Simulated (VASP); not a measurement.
# Rb2H3 (P6/mmm) in VASP: further runs

Rb2H3 is run at these levels: PBE; tasks: single point, relaxation of cell and atoms.

Everything below comes from runs of VASP 6.6.1. Logs are shortened: lines on timing, memory, paths and dates and some standing lists are left out, and cuts for length are marked.

## 1. The cell of the first run

The structure is hexagonal, space group P6/mmm (No. 191). The conventional cell has a = 7.162 Å, b = 7.162 Å, c = 4.009 Å, α = 90.00°, β = 90.00°, γ = 120.00°. Within 3.8 Å of Rb (site symmetry -6m2) lie 6 H at 2.88 Å. H (site symmetry mmm) has 4 Rb at 2.88 Å and 4 H at 3.58 Å within 3.8 Å.

## 2. Single point, PBE

INCAR reads:

```
ALGO     = Normal         # electronic algorithm
EDIFF    = 1E-6           # SCF threshold, eV
ENCUT    = 520            # plane-wave cutoff, eV
GGA      = PE             # functional
ISIF     = 2              # what is computed and relaxed
ISMEAR   = 0              # smearing method
LASPH    = T              # aspherical terms in the spheres
LCHARG   = F              # write CHGCAR
LREAL    = F              # projectors in reciprocal space
LWAVE    = F              # write WAVECAR
NBANDS   = 18             # bands
NELM     = 60             # most SCF steps
PREC     = Accurate       # precision mode
SIGMA    = 0.1            # smearing width, eV
```

KPOINTS reads:

```
k-points
0
Gamma
  6 6 10
```

POSCAR reads:

```
Rb2H3
1.0
    7.1617507791      0.0000000000      0.0000000000
   -3.5808753895      6.2022581102      0.0000000000
    0.0000000000      0.0000000000      4.0091887427
Rb H
2 3
Direct
    0.3333333333      0.6666666667      0.5000000000
    0.6666666667      0.3333333333      0.5000000000
    0.5000000000      0.0000000000      0.0000000000
    0.0000000000      0.5000000000      0.0000000000
    0.5000000000      0.5000000000      0.0000000000
```

Potentials or basis: VASP PAW PBE potentials, release 64 (Rb_sv, H).

The run is started by

```console
> cat potpaw_PBE.64/Rb_sv/POTCAR potpaw_PBE.64/H/POTCAR > POTCAR
> mpirun -np 1 vasp_std > vasp.out
```

OUTCAR:

```text
EDIFF = 1E-6
   ENCUT = 520
   GGA = PE
   ISIF = 2
   ISMEAR = 0
   LASPH = T
   LREAL = F
   NELM = 60
   PREC = Accurate

 ion  position               nearest neighbor table
   1  0.333  0.667  0.500-   3 2.88   3 2.88   4 2.88   4 2.88   5 2.88   5 2.88   2 4.13   2 4.13
                             2 4.13   2 5.76   2 5.76   2 5.76   2 5.76   2 5.76   2 5.76
   2  0.667  0.333  0.500-   3 2.88   3 2.88   4 2.88   4 2.88   5 2.88   5 2.88   1 4.13   1 4.13
                             1 4.13   1 5.76   1 5.76   1 5.76   1 5.76   1 5.76   1 5.76
   3  0.500  0.000  0.000-   1 2.88   2 2.88   1 2.88   2 2.88
   4  0.000  0.500  0.000-   1 2.88   2 2.88   1 2.88   2 2.88
   5  0.500  0.500  0.000-   1 2.88   2 2.88   1 2.88   2 2.88

  LATTYP: Found a hexagonal cell.
 ALAT       =     7.1617507791
 C/A-ratio  =     0.5598056769

  Lattice vectors:

 A1 = (   7.1617507791,   0.0000000000,   0.0000000000)
 A2 = (  -3.5808753895,   6.2022581102,   0.0000000000)
 A3 = (   0.0000000000,   0.0000000000,   4.0091887427)

Analysis of symmetry for initial positions (statically):
=====================================================================
 Subroutine PRICEL returns:
 Original cell was already a primitive cell.

 Routine SETGRP: Setting up the symmetry group for a
 hexagonal supercell.

 Subroutine GETGRP returns: Found 24 space group operations
 (whereof 24 operations were pure point group operations)
 out of a pool of 24 trial point group operations.

The static configuration has the point symmetry D_6h.

Analysis of symmetry for dynamics (positions and initial velocities):
=====================================================================
 Subroutine PRICEL returns:
 Original cell was already a primitive cell.

 Routine SETGRP: Setting up the symmetry group for a
 hexagonal supercell.

 Subroutine GETGRP returns: Found 24 space group operations
 (whereof 24 operations were pure point group operations)
 out of a pool of 24 trial point group operations.

The dynamic configuration has the point symmetry D_6h.

 Subroutine INISYM returns: Found 24 space group operations
 (whereof 24 operations are pure point group operations),
 and found     1 'primitive' translations

----------------------------------------------------------------------------------------

                                     Primitive cell

  volume of cell :     178.0843

  direct lattice vectors                    reciprocal lattice vectors
     7.161750779  0.000000000  0.000000000     0.139630662  0.080615800  0.000000000
    -3.580875390  6.202258110  0.000000000     0.000000000  0.161231600  0.000000000
     0.000000000  0.000000000  4.009188743     0.000000000  0.000000000  0.249427020

  length of vectors
     7.161750779  7.161750779  4.009188743     0.161231600  0.161231600  0.249427020

  position of ions in fractional coordinates (direct lattice)
     0.333333333  0.666666667  0.500000000
     0.666666667  0.333333333  0.500000000
     0.500000000  0.000000000  0.000000000
     0.000000000  0.500000000  0.000000000
     0.500000000  0.500000000  0.000000000

  ion indices of the primitive-cell ions
   primitive index   ion index
                 1           1
                 2           2
                 3           3
                 4           4
                 5           5

----------------------------------------------------------------------------------------

 KPOINTS: k-points

Automatic generation of k-mesh.
 Grid dimensions read from file:
 generate k-points for:    6    6   10

 Generating k-lattice:

  Cartesian coordinates                     Fractional coordinates (reciprocal lattice)
     0.023271777  0.013435967  0.000000000     0.166666667  0.000000000  0.000000000
     0.000000000  0.026871933  0.000000000     0.000000000  0.166666667  0.000000000
     0.000000000  0.000000000  0.024942702     0.000000000  0.000000000  0.100000000

  Length of vectors
     0.026871933  0.026871933  0.024942702

  Shift w.r.t. Gamma in fractional coordinates (k-lattice)
     0.000000000  0.000000000  0.000000000

 Subroutine IBZKPT returns following result:
 ===========================================

 Found     42 irreducible k-points:

 Following reciprocal coordinates:
            Coordinates               Weight
  0.000000  0.000000  0.000000      1.000000
  0.166667  0.000000  0.000000      6.000000
  0.333333 -0.000000  0.000000      6.000000
  0.500000 -0.000000  0.000000      3.000000
  0.166667  0.166667  0.000000      6.000000
  0.333333  0.166667  0.000000     12.000000
[... 16 lines left out ...]
  0.166667  0.000000  0.300000     12.000000
  0.333333 -0.000000  0.300000     12.000000
 [... further k-points ...]
   k-points           NKPTS =     42   k-points in BZ     NKDIM =     42   number of bands    NBANDS=     18
   number of dos      NEDOS =    301   number of ions     NIONS =      5
   total plane-waves  NPLWV =  87480
   dimension x,y,z NGX =    54 NGY =   54 NGZ =   30
   dimension x,y,z NGXF=   108 NGYF=  108 NGZF=   60
   ions per type =               2   3
   NGX,Y,Z   is equivalent  to a cutoff of  12.54, 12.54, 12.44 a.u.
   NGXF,Y,Z  is equivalent  to a cutoff of  25.07, 25.07, 24.88 a.u.
 SYSTEM =  unknown system
   PREC   = accura    normal or accurate (medium, high low for compatibility)
   ISTART =      0    job   : 0-new  1-cont  2-samecut
   ICHARG =      2    charge: 1-file 2-atom 10-const
   ISPIN  =      1    spin polarized calculation?
   LNONCOLLINEAR =      F non collinear calculations
   LSORBIT =      F    spin-orbit coupling
   LASPH  =      T    aspherical Exc in radial PAW
   ENCUT  =  520.0 eV  38.22 Ry    6.18 a.u.  13.32 13.32  7.45*2*pi/ulx,y,z
   NELM   =     60;   NELMIN=  2; NELMDL= -5     # of ELM steps
   EDIFF  = 0.1E-05   stopping-criterion for ELM
   LREAL  =      F    real-space projection
   EDIFFG = 0.1E-04   stopping-criterion for IOM
   NSW    =      0    number of steps for IOM
   IBRION =     -1    ionic relax: 0-MD 1-quasi-New 2-CG
   NFREE  =      0    steps in history (QN), initial steepest desc. (CG)
   ISIF   =      2    stress and relaxation
   ISYM   =      2    0-nonsym 1-usesym 2-fastsym
   POTIM  = 0.5000    time-step for ionic-motion
   TEBEG  =    0.0;   TEEND  =   0.0 temperature during run
   PSTRESS=    0.0 pullay stress
   NELECT =      21.0000    total number of electrons
   NUPDOWN=      -1.0000    fix difference up-down
   EMIN   =  10.00;   EMAX   =-10.00  energy-range for DOS
   EFERMI =   0.00;   METHOD = LEGACY
   ISMEAR =     0;   SIGMA  =   0.10  broadening in eV -4-tet -1-fermi 0-gaus
   EFERMI_NEDOS =   21; number of points for ismear=-14 and -15
   IALGO  =     38    algorithm
   IMIX   =      4    mixing-type and parameters
     AMIX     =   0.40;   BMIX     =  1.00
     AMIX_MAG =   1.60;   BMIX_MAG =  1.00
  volume/ion in A,a.u.               =      35.62       240.35
  Fermi-wavevector in a.u.,A,eV,Ry     =   0.802798  1.517068  8.768738  0.644484
  Thomas-Fermi vector in A             =   1.910544
   LORBIT       =      0    0 simple, 1 ext, 2 COOP (PROOUT), +10 PAW based schemes
   GGA     = PE    functional components
   LHFCALC =     F    Hartree Fock is set to
   AEXX    =    0.0000 exact exchange contribution
   IVDW    =     0    specifies the selected vdW correction
   LEPSILON=     F    determine dielectric tensor
   LRPA    =     F    only Hartree local field effects (RPA)
 non-spin polarized calculation
 Gauss-broadening in eV      SIGMA  =   0.10
  energy-cutoff  :      520.00
  volume of cell :      178.08
 maximum number of plane-waves:      4815
 NGX is ok and might be reduce to    54
   NGX = 27   NGY = 27   NGZ = 15

 number of electron      20.9999999 magnetization

 Free energy of the ion-electron system (eV)
  ---------------------------------------------------
  ext. energy  EPLUGINS =         0.00000000
  ---------------------------------------------------
  free energy    TOTEN  =       -10.02605021 eV

  energy without entropy =       -9.99496311  energy(sigma->0) =      -10.01050666

 E-fermi :  -2.8626     XC(G=0):  -5.3718

 val. band max:       -2.8979435874   @ k =   0.1667   0.0000   0.2000
 cond. band min:      -2.8578772399   @ k =   0.1667   0.0000   0.1000
 fundamental gap:      0.0400663475
 Fermi energy:        -2.8626150657

 k-point     1 :       0.0000    0.0000    0.0000
  band No.  band energies     occupation
      1     -28.4538      2.00000
      2     -28.4250      2.00000
      3     -12.7502      2.00000
      4     -12.7502      2.00000
      5     -12.5016      2.00000
      6     -12.5016      2.00000
[... 10 lines left out ...]
     17       5.4698      0.00000
     18       5.4723      0.00000

 k-point     2 :       0.1667    0.0000    0.0000
  band No.  band energies     occupation
      1     -28.4521      2.00000
      2     -28.4267      2.00000
      3     -12.7551      2.00000
      4     -12.7384      2.00000
      5     -12.5148      2.00000
      6     -12.4963      2.00000
[... 10 lines left out ...]
     17       5.3615      0.00000
     18       5.4340      0.00000

 k-point     3 :       0.3333   -0.0000    0.0000
  band No.  band energies     occupation
      1     -28.4477      2.00000
      2     -28.4311      2.00000
      3     -12.7644      2.00000
      4     -12.7094      2.00000
      5     -12.5468      2.00000
      6     -12.4865      2.00000
[... 10 lines left out ...]
     17       4.7455      0.00000
     18       5.0456      0.00000

 k-point     4 :       0.5000   -0.0000    0.0000
  band No.  band energies     occupation
      1     -28.4442      2.00000
      2     -28.4346      2.00000
      3     -12.7688      2.00000
      4     -12.6894      2.00000
      5     -12.5681      2.00000
      6     -12.4818      2.00000
[... 375 lines left out ...]
      4     -12.6912      2.00000
      5     -12.6174      2.00000
      6     -12.5070      2.00000
[... 10 lines left out ...]
     17       4.1915      0.00000
     18       4.4385      0.00000

 k-point    23 :       0.1667    0.0000    0.3000
  band No.  band energies     occupation
      1     -28.4345      2.00000
      2     -28.4103      2.00000
      3     -12.6957      2.00000
      4     -12.6811      2.00000
      5     -12.6116      2.00000
      6     -12.5131      2.00000
[... 10 lines left out ...]
     17       4.1915      0.00000
     18       4.6327      0.00000

 k-point    24 :       0.3333   -0.0000    0.3000
  band No.  band energies     occupation
      1     -28.4304      2.00000
      2     -28.4145      2.00000
      3     -12.7044      2.00000
      4     -12.6567      2.00000
      5     -12.5968      2.00000
      6     -12.5289      2.00000
[... 10 lines left out ...]
     17       4.2290      0.00000
     18       4.6086      0.00000

 [... further k-points ...]
[... 5 lines left out ...]
  --------------------------------------------------------------------------------------
  -------------------------------------------------------------------------------------
  Total       -0.0122977     -0.0122977     -0.0369318     -0.0000000      0.0000000      0.0000000
  in kB       -0.1106394     -0.1106394     -0.3322660     -0.0000000      0.0000000      0.0000000
  external PRESSURE =      -0.1845150 kB  Pullay stress =       0.0000000 kB

 VOLUME and BASIS-vectors are now :
 -----------------------------------------------------------------------------
  energy-cutoff  :      520.00
  volume of cell :      178.08
      direct lattice vectors                 reciprocal lattice vectors
     7.161750779  0.000000000  0.000000000     0.139630662  0.080615800  0.000000000
    -3.580875390  6.202258110  0.000000000     0.000000000  0.161231600  0.000000000
     0.000000000  0.000000000  4.009188743     0.000000000  0.000000000  0.249427020

 POSITION                                       TOTAL-FORCE (eV/Angst)
 -----------------------------------------------------------------------------------
     -0.00000      4.13484      2.00459         0.000000      0.000000      0.000000
      3.58088      2.06742      2.00459        -0.000000      0.000000     -0.000000
      3.58088      0.00000      0.00000         0.000000      0.000000      0.000000
     -1.79044      3.10113      0.00000         0.000000      0.000000      0.000000
      1.79044      3.10113      0.00000         0.000000      0.000000      0.000000
 -----------------------------------------------------------------------------------
    total drift:                                0.000000      0.000000      0.000000

  FREE ENERGIE OF THE ION-ELECTRON SYSTEM (eV)
  ---------------------------------------------------
  free  energy   TOTEN  =       -10.0260502117 eV

  energy  without entropy=       -9.9949631070  energy(sigma->0) =      -10.01050666
```

It took 2.6 min on 1 thread of AMD EPYC 7R13 (Zen 3), shared host; peak memory 0.3 GiB.

Results:

```
Free energy : -10.0261 eV
Pressure    : 0.0 GPa
```

Levels at points of the mesh, in eV from the Fermi level:
```csv
k point,band 7,band 8,band 9,band 10,band 11,band 12,band 13,band 14
"(0.00, 0.00, 0.00)",-9.43,-9.38,-1.46,0.15,0.15,4.76,4.88,4.95
"(0.50, 0.00, 0.00)",-9.42,-9.40,-0.99,-0.50,0.13,3.92,5.47,5.90
"(0.00, 0.00, 0.50)",-9.59,-9.59,-0.17,-0.17,-0.13,3.86,6.00,6.00
"(0.50, 0.00, 0.50)",-9.64,-9.57,-0.20,-0.18,-0.12,4.79,5.54,6.00
```

## 3. Relaxation of cell and atoms, PBE

INCAR reads:

```
ALGO = Normal
EDIFF = 1E-6
EDIFFG = -0.01
ENCUT = 600
GGA = PE
IBRION = 2
ISIF = 3
ISMEAR = 0
LASPH = T
LCHARG = F
LREAL = F
LWAVE = F
NELM = 100
NSW = 100
PREC = Accurate
SIGMA = 0.1
```

KPOINTS is that of step 2.

Changes to POSCAR since step 2:

```diff
@@ -2,5 +2,5 @@
 1.0
-    7.1617507791      0.0000000000      0.0000000000
-   -3.5808753895      6.2022581102      0.0000000000
-    0.0000000000      0.0000000000      4.0091887427
+    7.1596633132      0.0000000000      0.0000000000
+   -3.5798316566      6.2004503117      0.0000000000
+    0.0000000000      0.0000000000      4.0159915479
 Rb H
```

Potentials or basis: VASP PAW PBE potentials, release 64 (Rb_sv, H).

The run is started by

```console
> cat potpaw_PBE.64/Rb_sv/POTCAR potpaw_PBE.64/H/POTCAR > POTCAR
> mpirun -np 1 vasp_std > vasp.out
```

Run time: 1.9 min. Hardware: 1 thread of Oxide Virtual Turin-like, shared host; peak memory 0.38 GiB.

Results (log left out):

```
Free energy                            : -10.0266 eV
Relaxed volume                         : 35.64 Å³/atom
Relaxed cell                           : a = 7.160 Å, b = 7.160 Å, c = 4.014 Å, α = 90.00°, β = 90.00°, γ = 120.00°
Space group after relaxing (to 0.05 Å) : P6/mmm (No. 191)
Energy gained by relaxing              : 0.0 meV/atom
Ionic steps                            : 2
Pressure after relaxing                : 0.0 GPa
```

Final structure:
```
Rb H
1.0
     7.16020    0.00000    0.00000
    -3.58010    6.20092    0.00000
     0.00000    0.00000    4.01374
Rb H
2 3
Direct
  0.33333 0.66667 0.50000
  0.66667 0.33333 0.50000
  0.50000 0.00000 0.00000
  0.00000 0.50000 0.00000
  0.50000 0.50000 0.00000
```

Levels at points of the mesh, in eV from the Fermi level:
| k point | band 6 | band 7 | band 8 | band 9 | band 10 | band 11 | band 12 | band 13 | band 14 |
| --- | --- | --- | --- | --- | --- | --- | --- | --- | --- |
| (0.00, 0.00, 0.00) | -9.64 | -9.44 | -9.39 | -1.46 | 0.15 | 0.15 | 4.76 | 4.88 | 4.95 |
| (0.50, 0.00, 0.00) | -9.62 | -9.42 | -9.41 | -0.99 | -0.50 | 0.13 | 3.92 | 5.47 | 5.90 |
| (0.00, 0.00, 0.50) | -9.78 | -9.60 | -9.60 | -0.17 | -0.17 | -0.13 | 3.85 | 6.00 | 6.00 |
| (0.50, 0.00, 0.50) | -9.75 | -9.65 | -9.58 | -0.20 | -0.18 | -0.13 | 4.79 | 5.54 | 6.00 |
